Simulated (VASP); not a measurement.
Wanted: the native input for a VASP 6.6.1 run.

| Item | Value |
| --- | --- |
| Task | single point |
| Functional | BLYP |
| Potentials or basis | VASP PAW PBE potentials, release 64 (Sn_d, Se) |
| Cutoff | 520 eV |
| k mesh | 6 × 6 × 2 |
| Occupations | methfessel-paxton, width 0.05 eV |
| Spin | no spin polarisation |
| Dipole correction | no |
| Further INCAR settings | ALGO = Normal; EDIFF = 1e-06; NBANDS = 28 |

The structure of SnSe lies in POSCAR:

```
SnSe
1.0
    4.2853270000      0.0000000000      0.0000000000
    0.0000000000      4.2853270000      0.0000000000
    0.0000000000      0.0000000000     10.9906920000
Sn Se
2 2
Direct
    0.5000000000      0.0000000000      0.3722300000
    0.0000000000      0.5000000000      0.6277700000
    0.5000000000      0.0000000000      0.6160400000
    0.0000000000      0.5000000000      0.3839600000
```

One way to write it, as run:

INCAR

```
SYSTEM = SnSe
PREC = Accurate ; ENCUT = 520
EDIFF = 1E-6 ; ISMEAR = 1
SIGMA = 0.05 ; LREAL = .False.
LASPH = .True. ; NELM = 100
ALGO = Normal ; ISIF = 2
LWAVE = .False. ; LCHARG = .True.
GGA = B5 ; ALDAX = 1.0
AGGAX = 1.0 ; AGGAC = 1.0
ALDAC = 0.0 ; LELF = .True.
LVHAR = .True. ; NBANDS = 28
```

KPOINTS

```
Automatic mesh
0
Gamma
  6 6 2
  0 0 0
```

Potentials or basis: VASP PAW PBE potentials, release 64 (Sn_d, Se).

Command:

```bash
$ cat potpaw_PBE.64/Sn_d/POTCAR potpaw_PBE.64/Se/POTCAR > POTCAR
$ mpirun -np 1 vasp_std > vasp.out
```

Results of the run:

```yaml
Largest_force: 0.518 eV/Å
Band_gap_on_the_k_mesh: 1.46 eV, indirect (least direct gap 1.61 eV)
```

Caveat: the PAW data sets were made with another functional, which shifts forces and pressure a little; spin-orbit coupling is left out, which moves the levels of the heavy elements.

Run time: 2.3 min on 1 thread of Intel(R) Xeon(R) Platinum 8375C CPU @ 2.90GHz (Ice Lake) (shared host), peak memory 0.32 GiB.
